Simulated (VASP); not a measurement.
# HfN (Cmcm) in VASP: notebook, part 2 of 2

VASP 6.6.1.

## Step 3: Single point, LDA (atoms displaced along several vibrational modes)

Input file INCAR:

```
PREC = Accurate
ENCUT = 520
EDIFF = 1E-7
ISMEAR = 0
SIGMA = 0.15
LREAL = F
LASPH = T
NELM = 80
ALGO = Normal
ISIF = 2
LWAVE = F
LCHARG = F
NBANDS = 23
```

Input file KPOINTS:

```
Automatic mesh
0
Gamma
  14 14 10
```

Input file POSCAR:

```
HfN
1.0
    0.0000000000     -2.2339756809     -2.2339756809
    0.0000000000      2.2339756809     -2.2339756809
    4.4679513618      0.0000000000      0.0000000000
Hf N
2 2
Direct
    0.5087678071      0.4912321929      0.5000000000
   -0.0087678071      0.0087678071      0.0000000000
    0.4802442262      0.5197557738      0.0000000000
    0.0197557738     -0.0197557738      0.5000000000
```

Potentials or basis: VASP PAW LDA potentials, release 64 (Hf_pv, N).

The run is started by

```
cat potpaw_LDA.64/Hf_pv/POTCAR potpaw_LDA.64/N/POTCAR > POTCAR
mpirun -np 1 vasp_std > vasp.out
```

Wall time 5.9 min (1 thread of Intel Xeon 8259CL, shared host); peak memory 0.38 GiB.

It converged, with:

* Free energy: -47.6545 eV
* Pressure: -0.8 GPa
* Largest force: 0.956 eV/Å
* Band gap on the k mesh: zero (bands 15 and 16 overlap by 6.46 eV)

Forces in eV/Å, atoms in the order of the input:
```
Hf   0.000  0.122  0.000
Hf   0.000 -0.122  0.000
N    0.000 -0.956  0.000
N    0.000  0.956  0.000
```

Stress tensor (GPa, compression positive):
```
-1.05  0.00  0.00
 0.00  0.07  0.00
 0.00  0.00 -1.40
```

Levels at points of the mesh, in eV from the Fermi level:
| k point | band 13 | band 14 | band 15 | band 16 | band 17 | band 18 |
| --- | --- | --- | --- | --- | --- | --- |
| (0.00, 0.00, 0.00) | -2.97 | -2.95 | -2.75 | -0.41 | -0.37 | -0.35 |
| (0.50, 0.00, 0.00) | -5.68 | -4.93 | 1.23 | 1.95 | 2.30 | 2.90 |
| (0.50, 0.50, 0.00) | -3.60 | -3.59 | -3.57 | -3.05 | 4.27 | 4.29 |
| (0.00, 0.00, 0.50) | -3.79 | -3.79 | -2.52 | -2.52 | 2.69 | 2.69 |
| (0.50, 0.00, 0.50) | -6.27 | -6.27 | 3.41 | 3.41 | 3.72 | 3.72 |
| (0.50, 0.50, 0.50) | -5.35 | -5.35 | 1.07 | 1.07 | 1.17 | 1.17 |

Caveat: the cell differs from its parent crystal (atoms displaced along several vibrational modes); spin-orbit coupling is left out, which moves the levels of the heavy elements.

## Step 4: Single point, LDA (atoms displaced along several vibrational modes)

Input file INCAR:

```
SYSTEM = HfN
  PREC = Accurate
  ENCUT = 520
  EDIFF = 1E-7
  ISMEAR = 0
  SIGMA = 0.15
  LREAL = .False.
  LASPH = .True.
  NELM = 80
  ALGO = Normal
  ISIF = 2
  LWAVE = .False.
  LCHARG = .True.
  LELF = .True.
  LVHAR = .True.
  NBANDS = 23
```

Input file KPOINTS:

```
regular mesh
0
Gamma
  14 14 10
  0 0 0
```

Input file POSCAR:

```
HfN
1.0
    0.0000000000     -2.2339756809     -2.2339756809
    0.0000000000      2.2339756809     -2.2339756809
    4.4679513618      0.0000000000      0.0000000000
Hf N
2 2
Direct
    0.5134679478      0.4865320522      0.5000000000
   -0.0134679478      0.0134679478      0.0000000000
    0.4776403665      0.5223596335      0.0000000000
    0.0223596335     -0.0223596335      0.5000000000
```

The run is started by

```
cat potpaw_LDA.64/Hf_pv/POTCAR potpaw_LDA.64/N/POTCAR > POTCAR
mpirun -np 1 vasp_std > vasp.out
```

Wall time 5.8 min (1 thread of Intel Xeon 8259CL, shared host); peak memory 0.39 GiB.

The run converged. Its results:

* Free energy: -47.6204 eV
* Pressure: -0.8 GPa
* Largest force: 0.969 eV/Å
* Band gap on the k mesh: zero (bands 15 and 16 overlap by 6.34 eV)

Forces on the atoms (eV/Å):
```
Hf   0.000  0.436  0.000
Hf   0.000 -0.436  0.000
N    0.000 -0.969  0.000
N    0.000  0.969  0.000
```

Stress tensor (GPa, compression positive):
```
-0.61  0.00  0.00
 0.00 -0.17  0.00
 0.00  0.00 -1.69
```

Levels at points of the mesh, in eV from the Fermi level:
| k point | band 12 | band 13 | band 14 | band 15 | band 16 | band 17 | band 18 | band 19 |
| --- | --- | --- | --- | --- | --- | --- | --- | --- |
| (0.00, 0.00, 0.00) | -3.56 | -2.94 | -2.93 | -2.76 | -0.42 | -0.34 | -0.32 | 2.00 |
| (0.50, 0.00, 0.00) | -5.85 | -5.76 | -4.82 | 1.07 | 1.91 | 2.35 | 3.20 | 3.20 |
| (0.50, 0.50, 0.00) | -3.94 | -3.59 | -3.57 | -3.56 | -2.94 | 4.29 | 4.36 | 5.76 |
| (0.00, 0.00, 0.50) | -3.80 | -3.76 | -3.76 | -2.56 | -2.56 | 2.63 | 2.63 | 3.27 |
| (0.50, 0.00, 0.50) | -6.27 | -6.24 | -6.24 | 3.41 | 3.41 | 3.64 | 3.64 | 3.88 |
| (0.50, 0.50, 0.50) | -5.38 | -5.32 | -5.32 | 1.04 | 1.04 | 1.18 | 1.18 | 5.80 |

Caveat: the cell differs from its parent crystal (atoms displaced along several vibrational modes); spin-orbit coupling is left out, which moves the levels of the heavy elements.

## Step 5: Single point, LDA (atoms displaced along several vibrational modes)

Input file INCAR:

```
PREC = Accurate
ENCUT = 520
EDIFF = 1E-6
ISMEAR = 0
SIGMA = 0.15
LREAL = False
LASPH = True
NELM = 100
ALGO = Normal
ISIF = 2
LWAVE = False
LCHARG = False
GGA = CA
NBANDS = 23
```

Input file KPOINTS:

```
regular mesh
0
Gamma
  14 14 10
```

Input file POSCAR:

```
HfN
1.0
    0.0000000000     -2.2339756809     -2.2339756809
    0.0000000000      2.2339756809     -2.2339756809
    4.4679513618      0.0000000000      0.0000000000
Hf N
2 2
Direct
    0.5143115712      0.4856884288      0.5000000000
   -0.0143115712      0.0143115712      0.0000000000
    0.4970452331      0.5029547669      0.0000000000
    0.0029547669     -0.0029547669      0.5000000000
```

Potentials or basis: VASP PAW LDA potentials, release 64 (Hf_pv, N).

The run is started by

```
cat potpaw_LDA.64/Hf_pv/POTCAR potpaw_LDA.64/N/POTCAR > POTCAR
mpirun -np 1 vasp_std > vasp.out
```

OUTCAR:

```text
PREC = Accurate
   ENCUT = 520
   EDIFF = 1E-6
   ISMEAR = 0
   LREAL = False
   LASPH = True
   NELM = 100
   ISIF = 2
   GGA = CA

 ion  position               nearest neighbor table
   1  0.514  0.486  0.500-   4 2.18   4 2.23   4 2.23   3 2.24   3 2.24   4 2.28   2 3.07   2 3.07
                             2 3.16   2 3.16   2 3.16   2 3.16   2 3.25   2 3.25
   2  0.986  0.014  0.000-   3 2.18   3 2.23   3 2.23   4 2.24   4 2.24   3 2.28   1 3.07   1 3.07
                             1 3.16   1 3.16   1 3.16   1 3.16   1 3.25   1 3.25
   3  0.497  0.503  0.000-   2 2.18   2 2.23   2 2.23   1 2.24   1 2.24   2 2.28
[... 830 lines left out ...]
  -------------------------------------------------------------------------------------
  Total       -0.3452412      0.1539811     -0.2768860      0.0000000      0.0000000      0.0000000
  in kB      -12.4033169      5.5320052     -9.9475543      0.0000000      0.0000000      0.0000000
  external PRESSURE =      -5.6062887 kB  Pullay stress =       0.0000000 kB

 VOLUME and BASIS-vectors are now :
 -----------------------------------------------------------------------------
  energy-cutoff  :      520.00
  volume of cell :       44.60
      direct lattice vectors                 reciprocal lattice vectors
     0.000000000 -2.233975681 -2.233975681     0.000000000 -0.223816223 -0.223816223
     0.000000000  2.233975681 -2.233975681     0.000000000  0.223816223 -0.223816223
     4.467951362  0.000000000  0.000000000     0.223816223  0.000000000  0.000000000

 POSITION                                       TOTAL-FORCE (eV/Angst)
 -----------------------------------------------------------------------------------
      2.23398     -0.06394     -2.23398         0.000000      1.114694      0.000000
      0.00000     -2.17003     -2.23398         0.000000     -1.114694      0.000000
      0.00000      0.01320     -2.23398         0.000000      0.259945      0.000000
      2.23398      2.22077     -2.23398         0.000000     -0.259945      0.000000
 -----------------------------------------------------------------------------------
    total drift:                               -0.000000      0.000000     -0.000000

  FREE ENERGIE OF THE ION-ELECTRON SYSTEM (eV)
  ---------------------------------------------------
  free  energy   TOTEN  =       -47.6756659551 eV

  energy  without entropy=      -47.6611684542  energy(sigma->0) =      -47.66841720
```

stdout:

```text
POSCAR found type information on POSCAR HfN
 POSCAR found :  2 types and       4 ions
 scaLAPACK will be used
 LDA part: xc-table for (Slater(with rela. corr.)+CA(PZ))
 , standard interpolation
 POSCAR, INCAR and KPOINTS ok, starting setup
 FFT: planning ... GRIDC
 FFT: planning ... GRID_SOFT
 FFT: planning ... GRID
 WAVECAR not read
 entering main loop
```

Run time: 6 min. Hardware: 1 thread of Intel Xeon 8259CL, shared host; peak memory 0.39 GiB.

What came out:

```
Free energy            : -47.6757 eV
Pressure               : -0.6 GPa
Largest force          : 1.115 eV/Å
Band gap on the k mesh : zero (bands 15 and 16 overlap by 7.00 eV)
```

Forces in eV/Å, atoms in the order of the input:
```
Hf   0.000  1.115  0.000
Hf   0.000 -1.115  0.000
N    0.000  0.260  0.000
N    0.000 -0.260  0.000
```

Caveat: the cell differs from its parent crystal (atoms displaced along several vibrational modes); spin-orbit coupling is left out, which moves the levels of the heavy elements; forces of over 1 eV/Å act on the atoms, so gaps and moduli don't describe the material at rest.

## Step 6: Overview

| cell | gap on the mesh (eV) | pressure (GPa) | largest force (eV/Å) |
| --- | --- | --- | --- |
| as given, atomic positions A | none | -0.1 | 1.29 |
| as given, atomic positions B | none | -0.8 | 0.96 |
| as given, atomic positions C | none | -0.8 | 0.97 |
| as given, atomic positions D | none | -0.6 | 1.11 |

Alike in all rows: task single point; level LDA; potentials or basis VASP PAW LDA potentials, release 64 (Hf_pv, N); no spin polarisation; k mesh 14 × 14 × 10; cutoff (eV) 520; smearing gaussian 0.15 eV.

Caveats: spin-orbit coupling is left out, which moves the levels of the heavy elements; forces of over 1 eV/Å act on the atoms, so gaps and moduli don't describe the material at rest (at least some runs).

Absolute energies hang on the potentials; compare differences alone.
